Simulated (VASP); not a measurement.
Input of a VASP 6.6.1 run:

File INCAR:

```
SYSTEM = As
PREC = Accurate
ENCUT = 520
EDIFF = 1E-6
ISMEAR = -1
SIGMA = 0.08
LREAL = .FALSE.
LASPH = .TRUE.
NELM = 80
ALGO = Normal
ISIF = 2
LWAVE = .FALSE.
LCHARG = .FALSE.
GGA = PE
NBANDS = 8
```

The input KPOINTS:

```
Automatic mesh
0
G
  20 20 20
  0 0 0
```

File POSCAR:

```
As
1.0
   -1.3518206446      1.3518206446      1.3518206446
    1.3518206446     -1.3518206446      1.3518206446
    1.3518206446      1.3518206446     -1.3518206446
As
1
Direct
    0.0000000000      0.0000000000      0.0000000000
```

Potentials or basis: VASP PAW PBE potentials, release 64 (As).

Launch:

```console
$ cat potpaw_PBE.64/As/POTCAR > POTCAR
$ mpirun -np 1 vasp_std > vasp.out
```

(1) What does it give for the pressure?

Answers

(1) 227.4 GPa.
